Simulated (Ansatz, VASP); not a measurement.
**Sc in VASP and in Ansatz**

```xyz
2
Lattice="3.2592 0.0000 0.0000 -1.6296 2.8225 0.0000 0.0000 0.0000 5.4260" Properties=species:S:1:pos:R:3 pbc="T T T"
Sc    0.0000    1.8817    1.3565
Sc    1.6296    0.9408    4.0695
```

Change from the starting cell: strain -0.015 along x and y, +0.030 along z, atoms carried along.

Alike in both runs: task single point; functional PBEsol; k mesh 18 × 18 × 10; occupations gaussian, width 0.15 eV; no spin polarisation.

|  | VASP | Ansatz |
| --- | --- | --- |
| version | VASP 6.6.1 | Ansatz 0.2.0 |
| potentials or method | VASP PAW PBE potentials, release 64 (Sc_sv), cutoff 520 eV | scalar-relativistic, plane waves, PAW |
| valence electrons in the cell | 22 | 22 |

|  | VASP | Ansatz | Ansatz less VASP |
| --- | --- | --- | --- |
| gap on the k mesh at the Fermi level (eV) | none | none | - |
| pressure (GPa) | -2.5 | -2.6 | -0.01 |
| traceless stress, the component that is largest in VASP (GPa) | -2.99 | -2.98 | +0.007 |

VASP's potentials were made for PBE, not for PBEsol. A gap of «none» marks a metal or a gap that the smearing closes.
